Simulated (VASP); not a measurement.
Input of a VASP 6.6.1 run:

INCAR

```
PREC     = Accurate       # precision mode
ENCUT    = 520            # plane-wave cutoff, eV
EDIFF    = 1E-6           # SCF threshold, eV
ISMEAR   = 0              # smearing method
SIGMA    = 0.1            # smearing width, eV
LREAL    = Auto         
LASPH    = T              # aspherical terms in the spheres
NELM     = 60             # most SCF steps
ALGO     = Fast           # electronic algorithm
ISIF     = 2              # what is computed and relaxed
LWAVE    = F              # write WAVECAR
LCHARG   = F              # write CHGCAR
GGA      = PS             # functional
NBANDS   = 168            # bands
```

KPOINTS

```
regular mesh
0
Gamma
  4 4 4
```

The input POSCAR:

```
Cu
1.0
   -5.3451189122     -5.3451189122      0.0000000000
   -5.3451189122      0.0000000000     -5.3451189122
    0.0000000000     -5.3451189122     -5.3451189122
Cu
27
Direct
    0.6666666667      0.6666666667      0.6666666667
    0.3333333333      0.6666666667      0.6666666667
    0.0000000000      0.6666666667      0.6666666667
    0.6666666667      0.3333333333      0.6666666667
    0.3333333333      0.3333333333      0.6666666667
    0.0000000000      0.3333333333      0.6666666667
    0.6666666667      0.0000000000      0.6666666667
    0.3333333333      0.0000000000      0.6666666667
    0.0000000000      0.0000000000      0.6666666667
    0.6666666667      0.6666666667      0.3333333333
    0.3333333333      0.6666666667      0.3333333333
    0.0000000000      0.6666666667      0.3333333333
    0.6666666667      0.3333333333      0.3333333333
    0.3333333333      0.3333333333      0.3333333333
    0.0000000000      0.3333333333      0.3333333333
    0.6666666667      0.0000000000      0.3333333333
    0.3333333333      0.0000000000      0.3333333333
    0.0000000000      0.0000000000      0.3333333333
    0.6666666667      0.6666666667      0.0000000000
    0.3333333333      0.6666666667      0.0000000000
    0.0000000000      0.6666666667      0.0000000000
    0.6666666667      0.3333333333      0.0000000000
    0.3333333333      0.3333333333      0.0000000000
    0.0000000000      0.3333333333      0.0000000000
    0.6666666667      0.0000000000      0.0000000000
    0.3333333333      0.0000000000      0.0000000000
    0.0000000000      0.0000000000      0.0000000000
```

Potentials or basis: VASP PAW PBE potentials, release 64 (Cu).

Launch:

```console
$ cat potpaw_PBE.64/Cu/POTCAR > POTCAR
$ mpirun -np 1 vasp_std > vasp.out
```

(1) Predict the band gap on the k mesh.

(2) Predict the pressure.

Answers

(1) zero (an odd number of electrons rules out a gap without spin polarisation).

(2) 0.5 GPa.

Caveat: the PAW data sets were made with another functional, which shifts forces and pressure a little.
